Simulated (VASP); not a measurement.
# TiTl2I6O18 (R-3) in VASP: single point with PBE

Aim: the single point of TiTl2I6O18 with PBE.

Everything below comes from runs of VASP 6.6.1. Logs are shortened: lines on timing, memory, paths and dates and some standing lists are left out, and cuts for length are marked.

## Step 1: The cell of the first run

Symmetry: R-3, No. 148, trigonal system. Conventional cell: a = 11.417 Å, b = 11.417 Å, c = 11.395 Å, α = 90.00°, β = 90.00°, γ = 120.00°. Within 2.6 Å of Ti (site symmetry -3) lie 6 O at 1.96 Å. Within 4.0 Å of Tl (site symmetry 3) lie 12 O at 2.94 to 3.61 Å and 1 Ti at 3.77 Å and 1 Tl at 3.85 Å and 3 I at 3.90 Å. Within 2.5 Å of I (site symmetry 1) lie 4 O at 1.83 to 2.49 Å. Within 2.5 Å of O (site symmetry 1) lie 1 I at 1.89 Å and 1 Ti at 1.96 Å. Within 2.4 Å of O (site symmetry 1) lie 1 I at 1.84 Å. Within 2.5 Å of O (site symmetry 1) lie 2 I at 1.83 to 2.49 Å.

## Step 2: Single point, PBE

Contents of INCAR:

```
SYSTEM = TiTl2I6O18
ALGO = Normal ; EDIFF = 1E-6
ENCUT = 520 ; GGA = PE
ISIF = 2 ; ISMEAR = -1
LASPH = .TRUE. ; LCHARG = .FALSE.
LREAL = Auto ; LWAVE = .FALSE.
NBANDS = 113 ; NELM = 100
PREC = Accurate ; SIGMA = 0.02
```

Contents of KPOINTS:

```
k-points
0
G
  3 3 3
  0 0 0
```

Contents of POSCAR:

```
TiTl2I6O18
1.0
    5.7083500000      3.2957174091      3.7984333333
   -5.7083500000      3.2957174091      3.7984333333
    0.0000000000     -6.5914348183      3.7984333333
Ti Tl I O
1 2 6 18
Direct
    0.5000000000      0.5000000000      0.5000000000
    0.8310449067      0.8310449067      0.8310449067
    0.1689550933      0.1689550933      0.1689550933
    0.7049203096      0.1239830861      0.3398162741
    0.3398162741      0.7049203096      0.1239830861
    0.1239830861      0.3398162741      0.7049203096
    0.2950796904      0.8760169139      0.6601837259
    0.6601837259      0.2950796904      0.8760169139
    0.8760169139      0.6601837259      0.2950796904
    0.5482517356      0.2982120806      0.3357741849
    0.3357741849      0.5482517356      0.2982120806
    0.2982120806      0.3357741849      0.5482517356
    0.4517482644      0.7017879194      0.6642258151
    0.6642258151      0.4517482644      0.7017879194
    0.7017879194      0.6642258151      0.4517482644
    0.9077192196      0.2916213863      0.3928879518
    0.3928879518      0.9077192196      0.2916213863
    0.2916213863      0.3928879518      0.9077192196
    0.0922807804      0.7083786137      0.6071120482
    0.6071120482      0.0922807804      0.7083786137
    0.7083786137      0.6071120482      0.0922807804
    0.6859769116      0.0798355174      0.0962098378
    0.0962098378      0.6859769116      0.0798355174
    0.0798355174      0.0962098378      0.6859769116
    0.3140230884      0.9201644826      0.9037901622
    0.9037901622      0.3140230884      0.9201644826
    0.9201644826      0.9037901622      0.3140230884
```

Potentials or basis: VASP PAW PBE potentials, release 64 (Ti_sv, Tl_d, I, O).

Command:

```console
cat potpaw_PBE.64/Ti_sv/POTCAR potpaw_PBE.64/Tl_d/POTCAR potpaw_PBE.64/I/POTCAR potpaw_PBE.64/O/POTCAR > POTCAR
mpirun -np 1 vasp_std > vasp.out
```

OUTCAR:

```text
SYSTEM = TiTl2I6O18
   EDIFF = 1E-6
   ENCUT = 520
   GGA = PE
   ISIF = 2
   ISMEAR = -1
   LASPH = .TRUE.
   LREAL = Auto
   NELM = 100
   PREC = Accurate

 ion  position               nearest neighbor table
   1  0.500  0.500  0.500-  12 1.96  15 1.96  13 1.96  10 1.96  14 1.96  11 1.96
   2  0.831  0.831  0.831-  21 2.94  20 2.94  19 2.94  14 2.99  13 2.99  15 2.99  24 3.00  23 3.00
                            22 3.00   3 3.85
   3  0.169  0.169  0.169-  18 2.94  17 2.94  16 2.94  11 2.99  10 2.99  12 2.99  27 3.00  26 3.00
                            25 3.00   2 3.85
   4  0.705  0.124  0.340-  22 1.83  16 1.84  10 1.89  27 2.49  17 2.67
   5  0.340  0.705  0.124-  23 1.83  17 1.84  11 1.89  25 2.49  18 2.67
   6  0.124  0.340  0.705-  24 1.83  18 1.84  12 1.89  26 2.49  16 2.67
   7  0.295  0.876  0.660-  25 1.83  19 1.84  13 1.89  24 2.49  20 2.67
   8  0.660  0.295  0.876-  26 1.83  20 1.84  14 1.89  22 2.49  21 2.67
   9  0.876  0.660  0.295-  27 1.83  21 1.84  15 1.89  23 2.49  19 2.67
  10  0.548  0.298  0.336-   4 1.89   1 1.96   3 2.99
  11  0.336  0.548  0.298-   5 1.89   1 1.96   3 2.99
  12  0.298  0.336  0.548-   6 1.89   1 1.96   3 2.99
  13  0.452  0.702  0.664-   7 1.89   1 1.96   2 2.99
  14  0.664  0.452  0.702-   8 1.89   1 1.96   2 2.99
  15  0.702  0.664  0.452-   9 1.89   1 1.96   2 2.99
[... 10 lines left out ...]
  26  0.904  0.314  0.920-   8 1.83   6 2.49   3 3.00
  27  0.920  0.904  0.314-   9 1.83   4 2.49   3 3.00

  LATTYP: Found a trigonal (rhomboedric) cell.
 ALAT       =     7.6075691749
 COS(alpha) =    -0.1260543756

  Lattice vectors:

 A1 = (   5.7083500000,   3.2957174091,   3.7984333333)
 A2 = (  -5.7083500000,   3.2957174091,   3.7984333333)
 A3 = (   0.0000000000,  -6.5914348183,   3.7984333333)

Analysis of symmetry for initial positions (statically):
=====================================================================
 Subroutine PRICEL returns:
 Original cell was already a primitive cell.

 Routine SETGRP: Setting up the symmetry group for a
 trigonal (rhombohedral) supercell.

 Subroutine GETGRP returns: Found  6 space group operations
 (whereof  6 operations were pure point group operations)
 out of a pool of 12 trial point group operations.

The static configuration has the point symmetry S_6 .

Analysis of symmetry for dynamics (positions and initial velocities):
=====================================================================
 Subroutine PRICEL returns:
 Original cell was already a primitive cell.

 Routine SETGRP: Setting up the symmetry group for a
 trigonal (rhombohedral) supercell.

 Subroutine GETGRP returns: Found  6 space group operations
 (whereof  6 operations were pure point group operations)
 out of a pool of 12 trial point group operations.

The dynamic configuration has the point symmetry S_6 .

 Subroutine INISYM returns: Found  6 space group operations
 (whereof  6 operations are pure point group operations),
 and found     1 'primitive' translations

----------------------------------------------------------------------------------------

                                     Primitive cell

  volume of cell :     428.7620

  direct lattice vectors                    reciprocal lattice vectors
     5.708350000  3.295717409  3.798433333     0.087590985  0.050570679  0.087755478
    -5.708350000  3.295717409  3.798433333    -0.087590985  0.050570679  0.087755478
     0.000000000 -6.591434818  3.798433333     0.000000000 -0.101141358  0.087755478

  length of vectors
     7.607569175  7.607569175  7.607569175     0.133905184  0.133905184  0.133905184

  position of ions in fractional coordinates (direct lattice)
     0.500000000  0.500000000  0.500000000
     0.831044907  0.831044907  0.831044907
     0.168955093  0.168955093  0.168955093
     0.704920310  0.123983086  0.339816274
     0.339816274  0.704920310  0.123983086
     0.123983086  0.339816274  0.704920310
[... 19 lines left out ...]
     0.903790162  0.314023088  0.920164483
     0.920164483  0.903790162  0.314023088

  ion indices of the primitive-cell ions
   primitive index   ion index
                 1           1
                 2           2
                 3           3
                 4           4
                 5           5
                 6           6
[... 19 lines left out ...]
                26          26
                27          27

----------------------------------------------------------------------------------------

 KPOINTS: k-points

Automatic generation of k-mesh.
 Grid dimensions read from file:
 generate k-points for:    3    3    3

 Generating k-lattice:

  Cartesian coordinates                     Fractional coordinates (reciprocal lattice)
     0.029196995  0.016856893  0.029251826     0.333333333  0.000000000  0.000000000
    -0.029196995  0.016856893  0.029251826     0.000000000  0.333333333  0.000000000
     0.000000000 -0.033713786  0.029251826    -0.000000000 -0.000000000  0.333333333

  Length of vectors
     0.044635061  0.044635061  0.044635061

  Shift w.r.t. Gamma in fractional coordinates (k-lattice)
     0.000000000  0.000000000  0.000000000

 Subroutine IBZKPT returns following result:
 ===========================================

 Found      6 irreducible k-points:

 Following reciprocal coordinates:
            Coordinates               Weight
  0.000000  0.000000  0.000000      1.000000
  0.333333  0.000000  0.000000      6.000000
  0.333333  0.333333  0.000000      6.000000
 -0.333333  0.333333  0.000000      6.000000
  0.333333  0.333333  0.333333      2.000000
 -0.333333  0.333333  0.333333      6.000000
   k-points           NKPTS =      6   k-points in BZ     NKDIM =      6   number of bands    NBANDS=    113
   number of dos      NEDOS =    301   number of ions     NIONS =     27
   total plane-waves  NPLWV = 216000
   dimension x,y,z NGX =    60 NGY =   60 NGZ =   60
   dimension x,y,z NGXF=   120 NGYF=  120 NGZF=  120
   ions per type =               1   2   6  18
   NGX,Y,Z   is equivalent  to a cutoff of  13.11, 13.11, 13.11 a.u.
   NGXF,Y,Z  is equivalent  to a cutoff of  26.22, 26.22, 26.22 a.u.
 SYSTEM =  TiTl2I6O18
   PREC   = accura    normal or accurate (medium, high low for compatibility)
   ISTART =      0    job   : 0-new  1-cont  2-samecut
   ICHARG =      2    charge: 1-file 2-atom 10-const
   ISPIN  =      1    spin polarized calculation?
   LNONCOLLINEAR =      F non collinear calculations
   LSORBIT =      F    spin-orbit coupling
   LASPH  =      T    aspherical Exc in radial PAW
   ENCUT  =  520.0 eV  38.22 Ry    6.18 a.u.  14.15 14.15 14.15*2*pi/ulx,y,z
   NELM   =    100;   NELMIN=  2; NELMDL= -5     # of ELM steps
   EDIFF  = 0.1E-05   stopping-criterion for ELM
   LREAL  =      T    real-space projection
   EDIFFG = 0.1E-04   stopping-criterion for IOM
   NSW    =      0    number of steps for IOM
   IBRION =     -1    ionic relax: 0-MD 1-quasi-New 2-CG
   NFREE  =      0    steps in history (QN), initial steepest desc. (CG)
   ISIF   =      2    stress and relaxation
   ISYM   =      2    0-nonsym 1-usesym 2-fastsym
   POTIM  = 0.5000    time-step for ionic-motion
   TEBEG  =    0.0;   TEEND  =   0.0 temperature during run
   PSTRESS=    0.0 pullay stress
   NELECT =     188.0000    total number of electrons
   NUPDOWN=      -1.0000    fix difference up-down
   EMIN   =  10.00;   EMAX   =-10.00  energy-range for DOS
   EFERMI =   0.00;   METHOD = LEGACY
   ISMEAR =    -1;   SIGMA  =   0.02  broadening in eV -4-tet -1-fermi 0-gaus
   EFERMI_NEDOS =   21; number of points for ismear=-14 and -15
   IALGO  =     38    algorithm
   IMIX   =      4    mixing-type and parameters
     AMIX     =   0.40;   BMIX     =  1.00
     AMIX_MAG =   1.60;   BMIX_MAG =  1.00
  volume/ion in A,a.u.               =      15.88       107.16
  Fermi-wavevector in a.u.,A,eV,Ry     =   1.243718  2.350287 21.045969  1.546835
  Thomas-Fermi vector in A             =   2.378017
   LORBIT       =      0    0 simple, 1 ext, 2 COOP (PROOUT), +10 PAW based schemes
   GGA     = PE    functional components
   LHFCALC =     F    Hartree Fock is set to
   AEXX    =    0.0000 exact exchange contribution
   IVDW    =     0    specifies the selected vdW correction
   LEPSILON=     F    determine dielectric tensor
   LRPA    =     F    only Hartree local field effects (RPA)
 non-spin polarized calculation
  energy-cutoff  :      520.00
  volume of cell :      428.76
 maximum number of plane-waves:     11561
 NGX is ok and might be reduce to    60
   NGX = 29   NGY = 29   NGZ = 29

 number of electron     187.9999994 magnetization

 Free energy of the ion-electron system (eV)
  ---------------------------------------------------
  ext. energy  EPLUGINS =         0.00000000
  ---------------------------------------------------
  free energy    TOTEN  =      -129.68758671 eV

  energy without entropy =     -129.68758671  energy(sigma->0) =     -129.68758671

 E-fermi :   3.9680     XC(G=0):  -9.7051

 val. band max:        3.3562361310   @ k =   0.3333   0.3333   0.3333
 cond. band min:       5.9421916140   @ k =  -0.3333   0.3333   0.0000
 fundamental gap:      2.5859554830
 Fermi energy:         3.9680119424

 k-point     1 :       0.0000    0.0000    0.0000
  band No.  band energies     occupation
      1     -53.5478      2.00000
      2     -29.8307      2.00000
      3     -29.7783      2.00000
      4     -29.7783      2.00000
      5     -16.9425      2.00000
      6     -16.5240      2.00000
[... 98 lines left out ...]
    105       7.9658      0.00000
    106       8.0521      0.00000

 k-point     2 :       0.3333    0.0000    0.0000
  band No.  band energies     occupation
      1     -53.5478      2.00000
      2     -29.8307      2.00000
      3     -29.7783      2.00000
      4     -29.7783      2.00000
      5     -16.8535      2.00000
      6     -16.6507      2.00000
[... 428 lines left out ...]
 k-point     6 :      -0.3333    0.3333    0.3333
  band No.  band energies     occupation
      1     -53.5478      2.00000
      2     -29.8307      2.00000
      3     -29.7783      2.00000
      4     -29.7783      2.00000
      5     -16.7355      2.00000
      6     -16.6101      2.00000
[... 98 lines left out ...]
    105       7.8226      0.00000
    106       7.8740      0.00000
 [bands above 106 left out]

------------------------ aborting loop because EDIFF is reached ----------------------------------------

  FORCE on cell =-STRESS in cart. coord.  units (eV):
  Direction    XX          YY          ZZ          XY          YZ          ZX
  --------------------------------------------------------------------------------------
  -------------------------------------------------------------------------------------
  Total        5.9444322      5.9444322      4.1476661      0.0000021     -0.0000000     -0.0000000
  in kB       22.2128684     22.2128684     15.4987992      0.0000079     -0.0000000     -0.0000000
  external PRESSURE =      19.9748453 kB  Pullay stress =       0.0000000 kB

 VOLUME and BASIS-vectors are now :
 -----------------------------------------------------------------------------
  energy-cutoff  :      520.00
  volume of cell :      428.76
      direct lattice vectors                 reciprocal lattice vectors
     5.708350000  3.295717409  3.798433333     0.087590985  0.050570679  0.087755478
    -5.708350000  3.295717409  3.798433333    -0.087590985  0.050570679  0.087755478
     0.000000000 -6.591434818  3.798433333     0.000000000 -0.101141358  0.087755478

 POSITION                                       TOTAL-FORCE (eV/Angst)
 -----------------------------------------------------------------------------------
      0.00000     -0.00000      5.69765         0.000000      0.000000      0.000000
      0.00000     -0.00000      9.47001         0.000000     -0.000000      0.002666
      0.00000     -0.00000      1.92529         0.000000      0.000000     -0.002666
      3.31619      0.49195      4.43930        -0.018647      0.023451      0.003888
     -2.08414      2.62593      4.43930        -0.010985     -0.027874      0.003888
     -1.23205     -3.11788      4.43930         0.029632      0.004423      0.003888
[... 19 lines left out ...]
      3.36660     -2.05164      8.12097        -0.022384      0.014635     -0.031669
      0.09347      3.94138      8.12097        -0.001482     -0.026703     -0.031669
 -----------------------------------------------------------------------------------
    total drift:                               -0.000000      0.000000      0.000000

  FREE ENERGIE OF THE ION-ELECTRON SYSTEM (eV)
  ---------------------------------------------------
  free  energy   TOTEN  =      -129.6875867118 eV

  energy  without entropy=     -129.6875867118  energy(sigma->0) =     -129.68758671
```

Wall time 4.8 min (1 thread of Intel Xeon 6975P-C (Granite Rapids), shared host); peak memory 0.59 GiB.

Results:

- Free energy: -129.6876 eV
- Pressure: 2.0 GPa
- Largest force: 0.102 eV/Å
- Band gap on the k mesh: 2.59 eV (least direct gap 2.65 eV)

Forces in eV/Å, atoms in the order of the input:
```
Ti   0.000  0.000  0.000
Tl   0.000  0.000  0.003
Tl   0.000  0.000 -0.003
I   -0.019  0.023  0.004
I   -0.011 -0.028  0.004
I    0.030  0.004  0.004
I    0.019 -0.023 -0.004
I    0.011  0.028 -0.004
I   -0.030 -0.004 -0.004
O    0.094  0.034 -0.021
O   -0.076  0.064 -0.021
O   -0.018 -0.098 -0.021
O   -0.094 -0.034  0.021
O    0.076 -0.064  0.021
O    0.018  0.098  0.021
O   -0.007 -0.013 -0.028
O    0.015  0.000 -0.028
O   -0.008  0.013 -0.028
O    0.007  0.013  0.028
O   -0.015  0.000  0.028
O    0.008 -0.013  0.028
O   -0.024 -0.012  0.032
O    0.022 -0.015  0.032
O    0.001  0.027  0.032
O    0.024  0.012 -0.032
O   -0.022  0.015 -0.032
O   -0.001 -0.027 -0.032
```

Stress tensor (GPa, compression positive):
```
2.22 0.00 0.00
0.00 2.22 0.00
0.00 0.00 1.55
```

Caveat: spin-orbit coupling is left out, which moves the levels of the heavy elements.
